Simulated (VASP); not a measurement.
A run of VASP 6.6.1 is set up as follows.

INCAR

```
SYSTEM = TiO2
PREC = Accurate ; ENCUT = 520
EDIFF = 1E-8 ; ISMEAR = -1
SIGMA = 0.05 ; LREAL = .False.
LASPH = .True. ; NELM = 60
ALGO = Normal ; ISIF = 2
LWAVE = .False. ; LCHARG = .False.
GGA = PE ; LEFG = .True.
NBANDS = 33
```

File KPOINTS:

```
regular mesh
0
Gamma
  7 7 10
  0 0 0
```

The input POSCAR:

```
TiO2
1.0
    4.5319113078      0.0000000000      0.0000000000
    0.0000000000      4.5319113078      0.0000000000
    0.0000000000      0.0000000000      2.9190086112
Ti O
2 4
Direct
    0.0000000000      0.0000000000      0.0000000000
    0.5000000000      0.5000000000      0.5000000000
    0.3060000000      0.3060000000      0.0000000000
    0.1940000000      0.8060000000      0.5000000000
    0.6940000000      0.6940000000      0.0000000000
    0.8060000000      0.1940000000      0.5000000000
```

Potentials or basis: VASP PAW PBE potentials, release 64 (Ti_sv, O).

Run with:

```console
$ cat potpaw_PBE.64/Ti_sv/POTCAR potpaw_PBE.64/O/POTCAR > POTCAR
$ mpirun -np 1 vasp_std > vasp.out
```

(1) Predict the band gap on the k mesh.

(2) Estimate the pressure.

(3) What does it give for the largest force?

## Answers

(1) 2.01 eV.

(2) 17.3 GPa.

(3) 0.501 eV/Å.

Caveat: the cell stands under pressure; without QUAD_EFG the Cq values of the log hold for a quadrupole moment of 1 mb, not for the nuclei; an odd mesh through Γ misses points on the zone boundary, where band edges can lie.
